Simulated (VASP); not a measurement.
# Fe (Im-3m) in VASP: further runs

Runs on Fe. Level: PBEsol. Tasks: relaxation of cell and atoms.

Everything below comes from runs of VASP 6.6.1. Logs are shortened: lines on timing, memory, paths and dates and some standing lists are left out, and cuts for length are marked.

**1. The cell of the first run**

It takes space group Im-3m (No. 229, cubic). The conventional cell has a = 2.493 Å, b = 2.493 Å, c = 2.493 Å, α = 90.00°, β = 90.00°, γ = 90.00°. Within 2.9 Å of Fe (site symmetry m-3m) lie 14 Fe at 2.16 to 2.49 Å.

**2. Relaxation of cell and atoms, PBEsol, collinear spin, ferromagnetic start, target pressure 160 GPa, at which the enthalpy is minimised**

INCAR reads:

```
PREC = Accurate ; ENCUT = 600
EDIFF = 1E-6 ; ISMEAR = -1
SIGMA = 0.08 ; LREAL = False
LASPH = True ; NELM = 150
ALGO = Normal ; ISIF = 3
LWAVE = False ; LCHARG = False
ISPIN = 2 ; MAGMOM = 2.5
LORBIT = 11 ; LMAXMIX = 4
GGA = PS ; IBRION = 2
NSW = 32 ; EDIFFG = -0.005
PSTRESS = 1600.0
```

KPOINTS reads:

```
Automatic mesh
0
Gamma
  21 21 21
```

POSCAR reads:

```
Fe
1.0
   -1.2462910116      1.2462910116      1.2462910116
    1.2462910116     -1.2462910116      1.2462910116
    1.2462910116      1.2462910116     -1.2462910116
Fe
1
Direct
    0.0000000000      0.0000000000      0.0000000000
```

Potentials or basis: VASP PAW PBE potentials, release 64 (Fe).

The run is started by

```
$ cat potpaw_PBE.64/Fe/POTCAR > POTCAR
$ mpirun -np 1 vasp_std > vasp.out
```

OUTCAR:

```text
PREC = Accurate
   ENCUT = 600
   EDIFF = 1E-6
   ISMEAR = -1
   LREAL = False
   LASPH = True
   NELM = 150
   ISIF = 3
   ISPIN = 2
   LORBIT = 11
   GGA = PS
   IBRION = 2
   NSW = 32
   EDIFFG = -0.005
   PSTRESS = 1600.0

 ion  position               nearest neighbor table
   1  0.000  0.000  0.000-

  LATTYP: Found a body centered cubic cell.
 ALAT       =     2.4925820232

  Lattice vectors:

 A1 = (  -1.2462910116,   1.2462910116,   1.2462910116)
 A2 = (   1.2462910116,  -1.2462910116,   1.2462910116)
 A3 = (   1.2462910116,   1.2462910116,  -1.2462910116)

Analysis of symmetry for initial positions (statically):
=====================================================================
 Subroutine PRICEL returns:
 Original cell was already a primitive cell.

 Routine SETGRP: Setting up the symmetry group for a
 body centered cubic supercell.

 Subroutine GETGRP returns: Found 48 space group operations
 (whereof 48 operations were pure point group operations)
 out of a pool of 48 trial point group operations.

The static configuration has the point symmetry O_h .

Analysis of symmetry for dynamics (positions and initial velocities):
=====================================================================
 Subroutine PRICEL returns:
 Original cell was already a primitive cell.

 Routine SETGRP: Setting up the symmetry group for a
 body centered cubic supercell.

 Subroutine GETGRP returns: Found 48 space group operations
 (whereof 48 operations were pure point group operations)
 out of a pool of 48 trial point group operations.

The dynamic configuration has the point symmetry O_h .

Analysis of structural, dynamic, and magnetic symmetry:
=====================================================================
 Subroutine PRICEL returns:
 Original cell was already a primitive cell.

 Routine SETGRP: Setting up the symmetry group for a
 body centered cubic supercell.

 Subroutine GETGRP returns: Found 48 space group operations
 (whereof 48 operations were pure point group operations)
 out of a pool of 48 trial point group operations.

The overall configuration has the point symmetry O_h .

 Subroutine INISYM returns: Found 48 space group operations
 (whereof 48 operations are pure point group operations),
 and found     1 'primitive' translations

----------------------------------------------------------------------------------------

                                     Primitive cell
[... 102 lines left out ...]
   EMIN   =  10.00;   EMAX   =-10.00  energy-range for DOS
   EFERMI =   0.00;   METHOD = LEGACY
   ISMEAR =    -1;   SIGMA  =   0.08  broadening in eV -4-tet -1-fermi 0-gaus
   EFERMI_NEDOS =   21; number of points for ismear=-14 and -15
   IALGO  =     38    algorithm
   IMIX   =      4    mixing-type and parameters
     AMIX     =   0.40;   BMIX     =  1.00
     AMIX_MAG =   1.60;   BMIX_MAG =  1.00
  volume/ion in A,a.u.               =       7.74        52.25
  Fermi-wavevector in a.u.,A,eV,Ry     =   1.655003  3.127502 37.266818  2.739034
  Thomas-Fermi vector in A             =   2.743173
   LORBIT       =     11    0 simple, 1 ext, 2 COOP (PROOUT), +10 PAW based schemes
   GGA     = PS    functional components
   LHFCALC =     F    Hartree Fock is set to
   AEXX    =    0.0000 exact exchange contribution
   IVDW    =     0    specifies the selected vdW correction
   LEPSILON=     F    determine dielectric tensor
   LRPA    =     F    only Hartree local field effects (RPA)
 conjugate gradient relaxation of ions
 spin polarized calculation
  energy-cutoff  :      600.00
  volume of cell :        7.74
 maximum number of plane-waves:       267
 NGX is ok and might be reduce to    18
   NGX =  9   NGY =  9   NGZ =  9

--------------------------------------- Ionic step        1  -------------------------------------------

 number of electron       7.9999996 magnetization       1.3505930

 Free energy of the ion-electron system (eV)
  ---------------------------------------------------
  ext. energy  EPLUGINS =         0.00000000
  ---------------------------------------------------
  free energy    TOTEN  =        -7.79560463 eV

  energy without entropy =       -7.77080110  energy(sigma->0) =       -7.78320287

------------------------ aborting loop because EDIFF is reached ----------------------------------------

  FORCE on cell =-STRESS in cart. coord.  units (eV):
  Direction    XX          YY          ZZ          XY          YZ          ZX
  --------------------------------------------------------------------------------------
  -------------------------------------------------------------------------------------
  Total        7.7462275      7.7462275      7.7462275     -0.0000000     -0.0000000      0.0000000
  in kB     1602.8114927   1602.8114927   1602.8114927     -0.0000000     -0.0000000      0.0000000
  external PRESSURE =       2.8114927 kB  Pullay stress =    1600.0000000 kB
[... 61 lines left out ...]
--------------------------------------- Ionic step        3  -------------------------------------------

 number of electron       7.9999996 magnetization       1.3522308

 Free energy of the ion-electron system (eV)
  ---------------------------------------------------
  ext. energy  EPLUGINS =         0.00000000
  ---------------------------------------------------
  free energy    TOTEN  =        -7.79788646 eV

  energy without entropy =       -7.77309019  energy(sigma->0) =       -7.78548833

 E-fermi :  10.5815     XC(G=0): -15.5997

 val. band max:       10.5803674639   @ k =  -0.4762   0.4762   0.2857
 cond. band min:      10.5815379937   @ k =   0.2381   0.0476   0.0476
 fundamental gap:      0.0011705298
 Fermi energy:        10.5814624581

 spin component 1

 k-point     1 :       0.0000    0.0000    0.0000
  band No.  band energies     occupation
      1      -0.3334      1.00000
      2       7.3317      1.00000
      3       7.3317      1.00000
      4       7.3317      1.00000
      5       9.6614      0.99999
      6       9.6614      0.99999
      7      39.2128      0.00000
      8      39.2128      0.00000
      9      39.2128      0.00000
[... 265 lines left out ...]
 k-point    24 :       0.1905    0.0952    0.0000
  band No.  band energies     occupation
      1       2.6233      1.00000
      2       6.3629      1.00000
      3       6.7399      1.00000
      4       9.1416      1.00000
      5       9.7492      0.99997
      6       9.9815      0.99945
      7      31.7613      0.00000
      8      34.6425      0.00000
      9      40.5171      0.00000

 [... further k-points ...]

 spin component 2

 k-point     1 :       0.0000    0.0000    0.0000
  band No.  band energies     occupation
      1      -0.0688      1.00000
      2       8.4252      1.00000
      3       8.4253      1.00000
      4       8.4253      1.00000
      5      11.4910      0.00001
      6      11.4910      0.00001
      7      39.2532      0.00000
      8      39.2532      0.00000
      9      39.2532      0.00000
[... 308 lines left out ...]
  energy  without entropy=       -7.7730901934  energy(sigma->0) =       -7.78548833

  enthalpy is  TOTEN    =        -0.0629668665 eV   P V=        7.7349195926

 reached required accuracy - stopping structural energy minimisation

 total charge

# of ion       s       p       d       tot
------------------------------------------
    1        0.697   0.971   6.753   8.420

 magnetization (x)

# of ion       s       p       d       tot
------------------------------------------
    1       -0.010  -0.039   1.351   1.302
```

OSZICAR:

```text
N       E                     dE             d eps       ncg     rms          rms(c)
DAV:   1     0.169984284921E+02    0.16998E+02   -0.46633E+03 10864   0.134E+03
[... 19 lines left out ...]
   2 F= -.62909649E-01 E0= -.50519069E-01  d E =0.551873E-04  mag=     1.3571
       N       E                     dE             d eps       ncg     rms          rms(c)
DAV:   1    -0.779802220107E+01    0.12743E-01   -0.40301E-03 10623   0.125E+00    0.150E-01
DAV:   2    -0.779789431087E+01    0.12789E-03   -0.73535E-04 10936   0.469E-01    0.558E-02
DAV:   3    -0.779788859774E+01    0.57131E-05   -0.49475E-06 11049   0.402E-02    0.375E-02
DAV:   4    -0.779788717651E+01    0.14212E-05   -0.49667E-07  5355   0.887E-03    0.807E-03
DAV:   5    -0.779788645917E+01    0.71734E-06   -0.22077E-06  8634   0.163E-02
   3 F= -.62966867E-01 E0= -.50568734E-01  d E =-.203073E-05  mag=     1.3523
```

Run time: 2.8 min. Hardware: 1 thread of Intel Xeon 8259CL, shared host; peak memory 0.14 GiB.

What came out:

- Free energy: -7.7979 eV
- Relaxed volume: 7.75 Å³/atom
- Relaxed cell: a = 2.159 Å, b = 2.159 Å, c = 2.159 Å, α = 109.47°, β = 109.47°, γ = 109.47°
- Space group after relaxing (to 0.1 Å): Im-3m (No. 229)
- Energy change on relaxing (the run minimises the enthalpy): -2.3 meV/atom
- Ionic steps: 3
- Pressure after relaxing: 160.0 GPa
- Net moment: 1.35 μB per cell
- Site moments: Fe +1.30 μB

The path:
```
step  energy change (eV)  largest force (eV/Å)  pressure (GPa)  volume (Å³)
   1              0.0000                0.0000          160.28         7.74
   2             -0.0152                0.0000          158.66         7.76
   3             -0.0023                0.0000          159.96         7.75
```

Final structure:
```
Fe
1.0
    -1.24641    1.24641    1.24641
     1.24641   -1.24641    1.24641
     1.24641    1.24641   -1.24641
Fe
1
Direct
  0.00000 0.00000 0.00000
```

Caveat: the cell is relaxed towards a set pressure, so the run minimises the enthalpy, not the energy; the PAW data sets were made with another functional, which shifts forces and pressure a little.

**3. Relaxation of cell and atoms, PBEsol, collinear spin, ferromagnetic start, target pressure 160 GPa, at which the enthalpy is minimised**

INCAR reads:

```
PREC = Accurate ; ENCUT = 600
EDIFF = 1E-7 ; ISMEAR = -1
SIGMA = 0.08 ; LREAL = False
LASPH = True ; NELM = 150
ALGO = Normal ; ISIF = 3
LWAVE = False ; LCHARG = False
ISPIN = 2 ; MAGMOM = 2.5
LORBIT = 11 ; LMAXMIX = 4
GGA = PS ; IBRION = 2
NSW = 60 ; EDIFFG = -0.005
PSTRESS = 1600.0
```

KPOINTS reads:

```
regular mesh
0
Gamma
  21 21 21
```

POSCAR reads:

```
Fe
1.0
   -1.2466739616      1.2466739616      1.2466739616
    1.2466739616     -1.2466739616      1.2466739616
    1.2466739616      1.2466739616     -1.2466739616
Fe
1
Direct
    0.0000000000      0.0000000000      0.0000000000
```

Potentials or basis: VASP PAW PBE potentials, release 64 (Fe).

The run is started by

```
$ cat potpaw_PBE.64/Fe/POTCAR > POTCAR
$ mpirun -np 1 vasp_std > vasp.out
```

OUTCAR:

```text
PREC = Accurate
   ENCUT = 600
   EDIFF = 1E-7
   ISMEAR = -1
   LREAL = False
   LASPH = True
   NELM = 150
   ISIF = 3
   ISPIN = 2
   LORBIT = 11
   GGA = PS
   IBRION = 2
   NSW = 60
   EDIFFG = -0.005
   PSTRESS = 1600.0

 ion  position               nearest neighbor table
   1  0.000  0.000  0.000-

  LATTYP: Found a body centered cubic cell.
 ALAT       =     2.4933479232

  Lattice vectors:

 A1 = (  -1.2466739616,   1.2466739616,   1.2466739616)
 A2 = (   1.2466739616,  -1.2466739616,   1.2466739616)
 A3 = (   1.2466739616,   1.2466739616,  -1.2466739616)

Analysis of symmetry for initial positions (statically):
=====================================================================
 Subroutine PRICEL returns:
 Original cell was already a primitive cell.

 Routine SETGRP: Setting up the symmetry group for a
 body centered cubic supercell.

 Subroutine GETGRP returns: Found 48 space group operations
 (whereof 48 operations were pure point group operations)
 out of a pool of 48 trial point group operations.

The static configuration has the point symmetry O_h .

Analysis of symmetry for dynamics (positions and initial velocities):
=====================================================================
 Subroutine PRICEL returns:
 Original cell was already a primitive cell.

 Routine SETGRP: Setting up the symmetry group for a
 body centered cubic supercell.

 Subroutine GETGRP returns: Found 48 space group operations
 (whereof 48 operations were pure point group operations)
 out of a pool of 48 trial point group operations.

The dynamic configuration has the point symmetry O_h .

Analysis of structural, dynamic, and magnetic symmetry:
=====================================================================
 Subroutine PRICEL returns:
 Original cell was already a primitive cell.

 Routine SETGRP: Setting up the symmetry group for a
 body centered cubic supercell.

 Subroutine GETGRP returns: Found 48 space group operations
[... 133 lines left out ...]
 spin polarized calculation
  energy-cutoff  :      600.00
  volume of cell :        7.75
 maximum number of plane-waves:       267
 NGX is ok and might be reduce to    18
   NGX =  9   NGY =  9   NGZ =  9

--------------------------------------- Ionic step        1  -------------------------------------------

 number of electron       7.9999996 magnetization       1.3537773

 Free energy of the ion-electron system (eV)
  ---------------------------------------------------
  ext. energy  EPLUGINS =         0.00000000
  ---------------------------------------------------
  free energy    TOTEN  =        -7.80273773 eV

  energy without entropy =       -7.77794410  energy(sigma->0) =       -7.79034092

------------------------ aborting loop because EDIFF is reached ----------------------------------------

  FORCE on cell =-STRESS in cart. coord.  units (eV):
  Direction    XX          YY          ZZ          XY          YZ          ZX
  --------------------------------------------------------------------------------------
  -------------------------------------------------------------------------------------
  Total        7.7149585      7.7149585      7.7149585     -0.0000000     -0.0000000      0.0000000
  in kB     1594.8708372   1594.8708372   1594.8708372     -0.0000000     -0.0000000      0.0000000
  external PRESSURE =      -5.1291628 kB  Pullay stress =    1600.0000000 kB
[... 61 lines left out ...]
--------------------------------------- Ionic step        3  -------------------------------------------

 number of electron       7.9999996 magnetization       1.3522518

 Free energy of the ion-electron system (eV)
  ---------------------------------------------------
  ext. energy  EPLUGINS =         0.00000000
  ---------------------------------------------------
  free energy    TOTEN  =        -7.79788313 eV

  energy without entropy =       -7.77308712  energy(sigma->0) =       -7.78548512

 E-fermi :  10.5815     XC(G=0): -15.5997

 val. band max:       10.5803711292   @ k =  -0.4762   0.4762   0.2857
 cond. band min:      10.5815208179   @ k =   0.2381   0.0476   0.0476
 fundamental gap:      0.0011496887
 Fermi energy:        10.5814532388

 spin component 1

 k-point     1 :       0.0000    0.0000    0.0000
  band No.  band energies     occupation
      1      -0.3334      1.00000
      2       7.3317      1.00000
      3       7.3317      1.00000
      4       7.3317      1.00000
      5       9.6613      0.99999
      6       9.6613      0.99999
      7      39.2128      0.00000
      8      39.2128      0.00000
      9      39.2128      0.00000
[... 265 lines left out ...]
 k-point    24 :       0.1905    0.0952    0.0000
  band No.  band energies     occupation
      1       2.6232      1.00000
      2       6.3629      1.00000
      3       6.7398      1.00000
      4       9.1416      1.00000
      5       9.7491      0.99997
      6       9.9814      0.99945
      7      31.7612      0.00000
      8      34.6424      0.00000
      9      40.5170      0.00000

 [... further k-points ...]

 spin component 2

 k-point     1 :       0.0000    0.0000    0.0000
  band No.  band energies     occupation
      1      -0.0689      1.00000
      2       8.4252      1.00000
      3       8.4253      1.00000
      4       8.4253      1.00000
      5      11.4910      0.00001
      6      11.4910      0.00001
      7      39.2532      0.00000
      8      39.2532      0.00000
      9      39.2532      0.00000
[... 308 lines left out ...]
  energy  without entropy=       -7.7730871161  energy(sigma->0) =       -7.78548512

  enthalpy is  TOTEN    =        -0.0629757567 eV   P V=        7.7349073715

 reached required accuracy - stopping structural energy minimisation

 total charge

# of ion       s       p       d       tot
------------------------------------------
    1        0.697   0.971   6.753   8.420

 magnetization (x)

# of ion       s       p       d       tot
------------------------------------------
    1       -0.010  -0.039   1.351   1.302
```

OSZICAR:

```text
N       E                     dE             d eps       ncg     rms          rms(c)
DAV:   1     0.166494819705E+02    0.16649E+02   -0.46511E+03 10912   0.134E+03
[... 25 lines left out ...]
DAV:   2    -0.779791266719E+01    0.40628E-03   -0.23112E-03 10936   0.831E-01    0.983E-02
DAV:   3    -0.779789292302E+01    0.19744E-04   -0.15646E-05 11115   0.717E-02    0.664E-02
DAV:   4    -0.779788741140E+01    0.55116E-05   -0.15903E-06 10889   0.157E-02    0.146E-02
DAV:   5    -0.779788278939E+01    0.46220E-05   -0.68720E-06 10716   0.291E-02    0.282E-03
DAV:   6    -0.779788295874E+01   -0.16936E-06   -0.44055E-08  6825   0.334E-03    0.141E-03
DAV:   7    -0.779788310989E+01   -0.15115E-06   -0.64588E-09  5176   0.907E-04    0.249E-04
DAV:   8    -0.779788312818E+01   -0.18293E-07   -0.68004E-10  5162   0.348E-04
   3 F= -.62975757E-01 E0= -.50577751E-01  d E =-.807416E-05  mag=     1.3523
```

Wall time 3.1 min (1 thread of Intel Xeon 8259CL, shared host); peak memory 0.14 GiB.

Results:

| Item | Value |
| --- | --- |
| Free energy | -7.7979 eV |
| Relaxed volume | 7.75 Å³/atom |
| Relaxed cell | a = 2.159 Å, b = 2.159 Å, c = 2.159 Å, α = 109.47°, β = 109.47°, γ = 109.47° |
| Space group after relaxing (to 0.1 Å) | Im-3m (No. 229) |
| Energy change on relaxing (the run minimises the enthalpy) | +4.9 meV/atom |
| Ionic steps | 3 |
| Pressure after relaxing | 160.0 GPa |
| Net moment | 1.35 μB per cell |
| Site moments | Fe +1.30 μB |

Step by step:
```tsv
step	energy change (eV)	largest force (eV/Å)	pressure (GPa)	volume (Å³)
1	0.0000	0.0000	159.49	7.75
2	0.0279	0.0000	162.53	7.72
3	0.0049	0.0000	160.03	7.75
```

Final structure:
```
Fe
1.0
    -1.24641    1.24641    1.24641
     1.24641   -1.24641    1.24641
     1.24641    1.24641   -1.24641
Fe
1
Direct
  0.00000 0.00000 0.00000
```

Levels at points of the mesh, in eV from the Fermi level:
Spin up:
| k point | band 1 | band 2 | band 3 | band 4 | band 5 | band 6 | band 7 | band 8 | band 9 |
| --- | --- | --- | --- | --- | --- | --- | --- | --- | --- |
| (0.00, 0.00, 0.00) | -10.91 | -3.25 | -3.25 | -3.25 | -0.92 | -0.92 | 28.63 | 28.63 | 28.63 |
Spin down:
```tsv
k point	band 1	band 2	band 3	band 4	band 5	band 6	band 7	band 8
(0.00, 0.00, 0.00)	-10.65	-2.16	-2.16	-2.16	0.91	0.91	28.67	28.67
```

Caveat: the cell is relaxed towards a set pressure, so the run minimises the enthalpy, not the energy; the PAW data sets were made with another functional, which shifts forces and pressure a little.
